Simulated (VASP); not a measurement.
MgO, 2 atoms in the cell. The structure is cubic, space group Fm-3m (No. 225). The conventional cell has a = 4.217 Å, b = 4.217 Å, c = 4.217 Å, α = 90.00°, β = 90.00°, γ = 90.00°. Within 2.8 Å of Mg (site symmetry m-3m) lie 6 O at 2.11 Å. O (site symmetry m-3m) has 6 Mg at 2.11 Å within 2.8 Å. 

```yaml
Program: VASP 6.6.1
Task: single point
Functional: PBEsol
Potentials_or_basis: VASP PAW PBE potentials, release 64 (Mg, O)
Cutoff: 520 eV
k_mesh: 10 × 10 × 10
Occupations: gaussian, width 0.02 eV
Spin: no spin polarisation
Dipole_correction: no
Further_INCAR_settings: ALGO = Normal; EDIFF = 1e-06; NBANDS = 11
```

Potentials or basis: VASP PAW PBE potentials, release 64 (Mg, O).

Launch:

```bash
$ cat potpaw_PBE.64/Mg/POTCAR potpaw_PBE.64/O/POTCAR > POTCAR
$ mpirun -np 1 vasp_std > vasp.out
```

Hardware: 1 thread of AMD EPYC 7R13 (shared host).

Problem. How long does it take, and how much memory?

Solution. It took 24 s on 1 thread of AMD EPYC 7R13, on a shared host, peak memory 0.11 GiB. Counts: scf iterations 12, k points 47.
